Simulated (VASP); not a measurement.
# B2W (P6/mmm) in VASP: further runs, part 2 of 2

VASP 6.6.1.

## 4. Vibrations by perturbation theory, LDA (8.35 Å³/atom)

This run uses another cell than the first one, of 8.35 Å³/atom.

INCAR

```
SYSTEM = B2W
PREC = Accurate
ENCUT = 520
EDIFF = 1E-8
ISMEAR = -1
SIGMA = 0.15
LREAL = .FALSE.
LASPH = .TRUE.
NELM = 100
ALGO = Normal
ISIF = 2
LWAVE = .FALSE.
LCHARG = .FALSE.
GGA = CA
IBRION = 8
NSW = 1
```

KPOINTS

```
Automatic mesh
0
G
  18 18 12
  0 0 0
```

POSCAR

```
B2W
1.0
    2.9703435869      0.0000000000      0.0000000000
   -1.4851717934      2.5723930042      0.0000000000
    0.0000000000      0.0000000000      3.2802750171
B W
2 1
Direct
    0.3333333333      0.6666666667      0.5000000000
    0.6666666667      0.3333333333      0.5000000000
    0.0000000000      0.0000000000      0.0000000000
```

Potentials or basis: VASP PAW LDA potentials, release 64 (B, W_sv).

Command:

```
> cat potpaw_LDA.64/B/POTCAR potpaw_LDA.64/W_sv/POTCAR > POTCAR
> mpirun -np 1 vasp_std > vasp.out
```

OUTCAR:

```text
SYSTEM = B2W
   PREC = Accurate
   ENCUT = 520
   EDIFF = 1E-8
   ISMEAR = -1
   LREAL = .FALSE.
   LASPH = .TRUE.
   NELM = 100
   ISIF = 2
   GGA = CA
   IBRION = 8
   NSW = 1

 ion  position               nearest neighbor table
   1  0.333  0.667  0.500-   2 1.71   2 1.71   2 1.71   3 2.37   3 2.37   3 2.37   3 2.37   3 2.37
                             3 2.37
   2  0.667  0.333  0.500-   1 1.71   1 1.71   1 1.71   3 2.37   3 2.37   3 2.37   3 2.37   3 2.37
                             3 2.37
   3  0.000  0.000  0.000-   1 2.37   2 2.37   1 2.37   2 2.37   1 2.37   1 2.37   2 2.37   2 2.37
[... 682 lines left out ...]
  3Y     0.000000    2.396064    0.000000    0.000000    2.396064    0.000000   -0.000000   -4.792128    0.000000
  3Z     0.000000    0.000000    7.806728    0.000000    0.000000    7.806728   -0.000000   -0.000000  -15.613455

 Eigenvectors and eigenvalues of the dynamical matrix
 ----------------------------------------------------

   1 f  =   27.020966 THz   169.777738 2PiTHz  901.322418 cm-1   111.749687 meV
             X         Y         Z           dx          dy          dz
     -0.000000  1.714929  1.640138    -0.597224   -0.378580   -0.000000
      1.485172  0.857464  1.640138     0.597224    0.378580    0.000000
      0.000000  0.000000  0.000000     0.000000   -0.000000    0.000000
[... 43 lines left out ...]
   9 f/i=    0.017913 THz     0.112549 2PiTHz    0.597502 cm-1     0.074081 meV
             X         Y         Z           dx          dy          dz
     -0.000000  1.714929  1.640138    -0.230927    0.001121   -0.000000
      1.485172  0.857464  1.640138    -0.230927    0.001121   -0.000000
      0.000000  0.000000  0.000000    -0.945157    0.004587   -0.000000

--------------------------------------------------------------------------------------------------------

 ELASTIC MODULI CONTR FROM IONIC RELAXATION (kBar)
 Direction    XX          YY          ZZ          XY          YZ          ZX
 --------------------------------------------------------------------------------
 XX         -54.2757     54.2757     -0.0000     -0.0000      0.0000      0.0000
 YY          54.2757    -54.2757     -0.0000     -0.0000     -0.0000     -0.0000
 ZZ          -0.0000     -0.0000     -0.0000     -0.0000     -0.0000     -0.0000
 XY          -0.0000     -0.0000     -0.0000    -54.2757     -0.0000     -0.0000
 YZ           0.0000     -0.0000     -0.0000     -0.0000     -0.0000     -0.0000
 ZX           0.0000     -0.0000     -0.0000     -0.0000     -0.0000     -0.0000
 --------------------------------------------------------------------------------
```

OSZICAR:

```text
N       E                     dE             d eps       ncg     rms          rms(c)
DAV:   1     0.116141840077E+03    0.11614E+03   -0.10712E+04  7260   0.155E+03
DAV:   2    -0.294081032138E+02   -0.14555E+03   -0.14268E+03  8236   0.388E+02
[... 82 lines left out ...]
RMM:  10    -0.319619914385E+00   -0.13943E-05   -0.70533E-07 12737   0.376E-04    0.183E-05
RMM:  11    -0.319619434231E+00    0.48015E-06   -0.50178E-07 13258   0.245E-04    0.610E-06
RMM:  12    -0.319619414831E+00    0.19401E-07   -0.33403E-07 14688   0.147E-04    0.110E-05
RMM:  13    -0.319619413716E+00    0.11148E-08   -0.19988E-07 13273   0.102E-04    0.114E-05
RMM:  14    -0.319619446182E+00   -0.32466E-07   -0.12101E-07 13023   0.797E-05    0.113E-05
RMM:  15    -0.319619436446E+00    0.97362E-08   -0.81307E-08 10955   0.596E-05    0.133E-05
 Linear response finished
```

Run time: 14 min. Hardware: 1 thread of AMD EPYC 9R45 (Zen 5), shared host; peak memory 0.85 GiB.

Results:

```
Highest phonon frequency at Γ : 901 cm⁻¹
```

Phonon frequencies in cm⁻¹ (negative: imaginary):
| q point | frequencies |
| --- | --- |
| (0.000, 0.000, 0.000) | -1 -1 0 258 258 468 542 901 901 |

Caveat: the cell stands under pressure or tension, which shifts response properties; spin-orbit coupling is left out, which moves the levels of the heavy elements.

## 5. Vibrations by perturbation theory, LDA

This run uses another cell than the first one, of 8.45 Å³/atom.

INCAR

```
PREC = Accurate
ENCUT = 520
EDIFF = 1E-8
ISMEAR = -1
SIGMA = 0.15
LREAL = F
LASPH = T
NELM = 60
ALGO = Normal
ISIF = 2
LWAVE = F
LCHARG = T
GGA = CA
IBRION = 8
NSW = 1
```

KPOINTS

```
regular mesh
0
Gamma
  18 18 12
```

POSCAR

```
B2W
1.0
    2.9801234574      0.0000000000      0.0000000000
   -1.4900617287      2.5808626205      0.0000000000
    0.0000000000      0.0000000000      3.2974709043
B W
2 1
Direct
    0.3333333333      0.6666666667      0.5000000000
    0.6666666667      0.3333333333      0.5000000000
    0.0000000000      0.0000000000      0.0000000000
```

Potentials or basis: VASP PAW LDA potentials, release 64 (B, W_sv).

Command:

```
> cat potpaw_LDA.64/B/POTCAR potpaw_LDA.64/W_sv/POTCAR > POTCAR
> mpirun -np 1 vasp_std > vasp.out
```

OUTCAR:

```text
PREC = Accurate
   ENCUT = 520
   EDIFF = 1E-8
   ISMEAR = -1
   LREAL = F
   LASPH = T
   NELM = 60
   ISIF = 2
   GGA = CA
   IBRION = 8
   NSW = 1

 ion  position               nearest neighbor table
   1  0.333  0.667  0.500-   2 1.72   2 1.72   2 1.72   3 2.38   3 2.38   3 2.38   3 2.38   3 2.38
                             3 2.38
   2  0.667  0.333  0.500-   1 1.72   1 1.72   1 1.72   3 2.38   3 2.38   3 2.38   3 2.38   3 2.38
                             3 2.38
   3  0.000  0.000  0.000-   1 2.38   2 2.38   1 2.38   2 2.38   1 2.38   1 2.38   2 2.38   2 2.38
                             2 2.38   2 2.38   1 2.38   1 2.38

  LATTYP: Found a hexagonal cell.
 ALAT       =     2.9801234574
 C/A-ratio  =     1.1064880202

  Lattice vectors:

 A1 = (   2.9801234574,   0.0000000000,   0.0000000000)
 A2 = (  -1.4900617287,   2.5808626205,   0.0000000000)
 A3 = (   0.0000000000,   0.0000000000,   3.2974709043)

Analysis of symmetry for initial positions (statically):
=====================================================================
 Subroutine PRICEL returns:
 Original cell was already a primitive cell.

 Routine SETGRP: Setting up the symmetry group for a
 hexagonal supercell.

 Subroutine GETGRP returns: Found 24 space group operations
 (whereof 24 operations were pure point group operations)
 out of a pool of 24 trial point group operations.

The static configuration has the point symmetry D_6h.

Analysis of symmetry for dynamics (positions and initial velocities):
[... 614 lines left out ...]

--------------------------------------- Ionic step       10  -------------------------------------------

------------------------ aborting loop because EDIFF is reached ----------------------------------------

[... ionic steps 11 to 11 ...]

--------------------------------------- Ionic step       12  -------------------------------------------

 Free energy of the ion-electron system (eV)
  ---------------------------------------------------
  ---------------------------------------------------
  free energy    TOTEN  =        -0.32011042 eV

  energy without entropy =       -0.32011043

------------------------ aborting loop because EDIFF is reached ----------------------------------------

 INTERNAL STRAIN TENSOR  FOR ION    3  DIRECTION 3   (eV/Angst):
 -----------------------------------------------------------------------------
    -0.01095  0.00000  0.00000
    -0.00000 -0.01095 -0.00000
     0.00000 -0.00000  0.02412

 INTERNAL STRAIN TENSOR FOR ION    3 for displacements in x,y,z  (eV/Angst):
          X           Y           Z          XY          YZ          ZX
  --------------------------------------------------------------------------------
  x     0.00000     0.00000     0.00000     0.00000     0.00000     0.00000
  y     0.00000     0.00000     0.00000     0.00000     0.00000     0.00000
  z     0.00000     0.00000     0.00000     0.00000     0.00000     0.00000

 SECOND DERIVATIVES (NOT SYMMETRIZED)
 ------------------------------------
               1X          1Y          1Z          2X          2Y          2Z          3X          3Y          3Z
  1X   -16.726336   -0.000000    0.000000   14.575775   -0.000000    0.000000    2.150561    0.000000    0.000000
  1Y     0.000000  -16.726336    0.000000    0.000000   14.575775    0.000000    0.000000    2.150561    0.000000
  1Z    -0.000000    0.000000   -9.305000   -0.000000    0.000000    1.953879    0.000000    0.000000    7.351121
  2X    14.575775   -0.000000    0.000000  -16.726336   -0.000000    0.000000    2.150561    0.000000    0.000000
  2Y     0.000000   14.575775    0.000000    0.000000  -16.726336    0.000000    0.000000    2.150561    0.000000
  2Z    -0.000000    0.000000    1.953879   -0.000000    0.000000   -9.305000    0.000000    0.000000    7.351121
  3X     2.182917    0.000000    0.000000    2.182917    0.000000    0.000000   -4.365833    0.000000    0.000000
  3Y     0.000000    2.182917    0.000000    0.000000    2.182917    0.000000    0.000000   -4.365833    0.000000
  3Z    -0.000000    0.000000    7.356497    0.000000    0.000000    7.356497    0.000000    0.000000  -14.712995

 Eigenvectors and eigenvalues of the dynamical matrix
 ----------------------------------------------------

   1 f  =   26.601407 THz   167.141569 2PiTHz  887.327422 cm-1   110.014530 meV
             X         Y         Z           dx          dy          dz
     -0.000000  1.720575  1.648735     0.707107   -0.000000   -0.000000
      1.490062  0.860288  1.648735    -0.707107    0.000000    0.000000
      0.000000  0.000000  0.000000     0.000000   -0.000000    0.000000
[... 43 lines left out ...]
   9 f/i=    0.017001 THz     0.106823 2PiTHz    0.567106 cm-1     0.070312 meV
             X         Y         Z           dx          dy          dz
     -0.000000  1.720575  1.648735    -0.230881    0.004330    0.000000
      1.490062  0.860288  1.648735    -0.230881    0.004330    0.000000
      0.000000  0.000000  0.000000    -0.945006    0.017723    0.000000

--------------------------------------------------------------------------------------------------------

 ELASTIC MODULI CONTR FROM IONIC RELAXATION (kBar)
 Direction    XX          YY          ZZ          XY          YZ          ZX
 --------------------------------------------------------------------------------
 XX         -53.2779     53.2779      0.0000      0.0000      0.0000      0.0000
 YY          53.2779    -53.2779     -0.0000     -0.0000      0.0000      0.0000
 ZZ           0.0000     -0.0000     -0.0000     -0.0000      0.0000      0.0000
 XY           0.0000     -0.0000     -0.0000    -53.2779      0.0000      0.0000
 YZ           0.0000      0.0000      0.0000      0.0000      0.0000      0.0000
 ZX           0.0000      0.0000      0.0000      0.0000      0.0000      0.0000
 --------------------------------------------------------------------------------
```

stdout:

```text
POSCAR found type information on POSCAR B W
 POSCAR found :  2 types and       3 ions
 scaLAPACK will be used
 LDA part: xc-table for (Slater(with rela. corr.)+CA(PZ))
 , standard interpolation
 POSCAR, INCAR and KPOINTS ok, starting setup
 FFT: planning ... GRIDC
 FFT: planning ... GRID_SOFT
 FFT: planning ... GRID
 WAVECAR not read
 entering main loop
 Linear response reoptimize wavefunctions to high precision
 Linear response DOF=           4
 Linear response progress:
 first order change of Fermi-energy   0.43029E-04
 force on displaced ion       1 direction 1 : -16.726  -0.002   0.000
 Linear response progress:
 first order change of Fermi-energy  -0.25834E-03
 force on displaced ion       1 direction 3 :   0.000   0.000  -9.305
 Linear response progress:
 first order change of Fermi-energy  -0.11980E-02
 force on displaced ion       3 direction 1 :  -4.366  -0.000   0.000
 Linear response progress:
 first order change of Fermi-energy   0.80097E-03
 force on displaced ion       3 direction 3 :  -0.000  -0.000 -14.713
 Linear response finished
```

It took 13 min on 1 thread of AMD EPYC 9R45 (Zen 5), shared host; peak memory 0.85 GiB.

What came out:

```yaml
Highest_phonon_frequency_at_Γ: 887 cm⁻¹
```

Phonon frequencies in cm⁻¹ (negative: imaginary):
| q point | frequencies |
| --- | --- |
| (0.000, 0.000, 0.000) | -1 -1 0 246 246 455 532 887 887 |

Caveat: the cell stands under pressure or tension, which shifts response properties; spin-orbit coupling is left out, which moves the levels of the heavy elements.
